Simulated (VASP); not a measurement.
Write the native input for VASP 6.6.1 that does the following.

| Property | Result |
| --- | --- |
| Task | single point |
| Functional | PBEsol |
| Potentials or basis | VASP PAW PBE potentials, release 64 (Sc_sv) |
| Cutoff | 520 eV |
| k mesh | 6 × 6 × 6 |
| Occupations | gaussian, width 0.1 eV |
| Spin | no spin polarisation |
| Dipole correction | no |
| Further INCAR settings | ALGO = Normal; EDIFF = 1e-06; NBANDS = 12 |

The structure of Sc lies in POSCAR:

```
Sc
1.0
    0.0000000000      2.3014934419      2.3014934419
    2.3014934419      0.0000000000      2.3014934419
    2.3014934419      2.3014934419      0.0000000000
Sc
1
Direct
    0.0000000000      0.0000000000      0.0000000000
```

The input as run:

INCAR

```
SYSTEM = Sc
ALGO = Normal
EDIFF = 1E-6
ENCUT = 520
GGA = PS
ISIF = 2
ISMEAR = 0
LASPH = .TRUE.
LCHARG = .TRUE.
LELF = .TRUE.
LREAL = .FALSE.
LVHAR = .TRUE.
LWAVE = .FALSE.
NBANDS = 12
NELM = 100
PREC = Accurate
SIGMA = 0.1
```

KPOINTS

```
k-points
0
G
  6 6 6
  0 0 0
```

Potentials or basis: VASP PAW PBE potentials, release 64 (Sc_sv).

The run is started by

```sh
$ cat potpaw_PBE.64/Sc_sv/POTCAR > POTCAR
$ mpirun -np 1 vasp_std > vasp.out
```

Results of the run:

- Pressure: -1.6 GPa

Caveat: the k points lie up to 0.39 Å⁻¹ apart; the PAW data sets were made with another functional, which shifts forces and pressure a little.

It took 10 s on 1 thread of AMD EPYC 7R13 (shared host), peak memory 0.13 GiB.
